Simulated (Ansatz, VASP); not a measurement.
# One calculation of CO2, two programs

```
C O
1.0
     6.11893    0.00000    0.00000
     0.00000    5.79994    0.00000
     0.00000    0.00000    4.92994
C O
4 8
Cartesian
  0.0000 0.0000 0.0000
  3.0595 0.0000 2.4650
  3.0595 2.9000 0.0000
  0.0000 2.9000 2.4650
  0.7108 0.6737 0.5727
  2.3487 5.1262 3.0376
  3.7702 2.2263 4.3573
  5.4082 3.5737 1.8923
  5.4082 5.1262 4.3573
  3.7702 0.6737 1.8923
  2.3487 3.5737 0.5727
  0.7108 2.2263 3.0376
```

Change from the starting cell: normal strain along x +0.0550, normal strain along z -0.1500.

Alike in both runs: task single point; functional PBEsol; k mesh 4 × 4 × 4; occupations gaussian, width 0.05 eV; no spin polarisation.

|  | VASP | Ansatz |
| --- | --- | --- |
| version | VASP 6.6.1 | Ansatz 0.2.0 |
| potentials or method | VASP PAW PBE potentials, release 64 (C, O), cutoff 520 eV | scalar-relativistic, plane waves, PAW |
| valence electrons in the cell | 64 | 64 |

```tsv
	VASP	Ansatz	Ansatz less VASP
gap on the k mesh at the Fermi level (eV)	6.79	6.81	+0.019
least direct gap on the mesh (eV)	6.79	6.81	+0.019
pressure (GPa)	13.2	11.1	-2.14
traceless stress, the component that is largest in VASP (GPa)	-1.93	-1.38	+0.555
rms of the force components (eV/Å)	2.168	1.745	-0.4231
```

VASP's potentials were made for PBE, not for PBEsol. Atom by atom the forces differ by 0.423 eV/Å (rms over components).

Noted on VASP's run: the standard files for N, O and F lose accuracy on very short bonds.
